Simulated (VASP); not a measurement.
Set up this calculation in VASP 6.6.1, as the native input.

```yaml
Task: single point
Functional: LDA
Potentials_or_basis: VASP PAW LDA potentials, release 64 (Re)
Cutoff: 520 eV
k_mesh: 10 × 10 × 5
Occupations: fermi-dirac, width 0.15 eV
Spin: no spin polarisation
Dipole_correction: no
Further_INCAR_settings: ALGO = Normal; EDIFF = 1e-07; NBANDS = 14
```

The structure of Re lies in POSCAR:

```
Re
1.0
    2.7608000000      0.0000000000      0.0000000000
   -1.3804000000      2.3909230000      0.0000000000
    0.0000000000      0.0000000000      4.4582000000
Re
2
Direct
    0.3333333333      0.6666666667      0.2500000000
    0.6666666667      0.3333333333      0.7500000000
```

One way to write it, as run:

INCAR

```
SYSTEM = Re
PREC     = Accurate       ! precision mode
ENCUT    = 520            ! plane-wave cutoff, eV
EDIFF    = 1E-7           ! SCF threshold, eV
ISMEAR   = -1             ! smearing method
SIGMA    = 0.15           ! smearing width, eV
LREAL    = .False.        ! projectors in reciprocal space
LASPH    = .True.         ! aspherical terms in the spheres
NELM     = 60             ! most SCF steps
ALGO     = Normal         ! electronic algorithm
ISIF     = 2              ! what is computed and relaxed
LWAVE    = .False.        ! write WAVECAR
LCHARG   = .False.        ! write CHGCAR
GGA      = CA             ! functional
NBANDS   = 14             ! bands
```

KPOINTS

```
Automatic mesh
0
Gamma
  10 10 5
  0 0 0
```

Potentials or basis: VASP PAW LDA potentials, release 64 (Re).

Launch:

```bash
$ cat potpaw_LDA.64/Re/POTCAR > POTCAR
$ mpirun -np 1 vasp_std > vasp.out
```

It gave:

```json
{
  "Pressure": "-8.6 GPa",
  "Band gap on the k mesh": "zero (band 7 reaches 9.15 eV, above the bottom of band 8 at 6.31 eV)"
}
```

Caveat: spin-orbit coupling is left out, which moves the levels of the heavy elements.

Run time: 27 s on 1 thread of Intel Xeon 8259CL, on a shared host, peak memory 0.14 GiB.
